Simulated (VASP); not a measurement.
A run of VASP 6.6.1 is set up as follows.

Contents of INCAR:

```
SYSTEM = Sc
PREC = Accurate
ENCUT = 520
EDIFF = 1E-6
ISMEAR = -1
SIGMA = 0.1
LREAL = .False.
LASPH = .True.
NELM = 80
ALGO = Normal
ISIF = 2
LWAVE = .False.
LCHARG = .False.
NBANDS = 18
```

KPOINTS

```
regular mesh
0
Gamma
  16 16 10
  0 0 0
```

The input POSCAR:

```
Sc
1.0
    3.0905956396      0.0000000000      0.0000000000
   -1.5452978198      2.6765343367      0.0000000000
    0.0000000000      0.0000000000      4.7793645987
Sc
2
Direct
    0.3333333333      0.6666666667      0.2500000000
    0.6666666667      0.3333333333      0.7500000000
```

Potentials or basis: VASP PAW LDA potentials, release 64 (Sc_sv).

Launch:

```console
$ cat potpaw_LDA.64/Sc_sv/POTCAR > POTCAR
$ mpirun -np 1 vasp_std > vasp.out
```

Problem. What does it give for the band gap on the k mesh?

Solution. Zero (bands 11 and 12 overlap by 2.05 eV).

Problem. What does it give for the pressure?

Solution. 10.2 GPa.

Caveat: the cell stands under pressure.
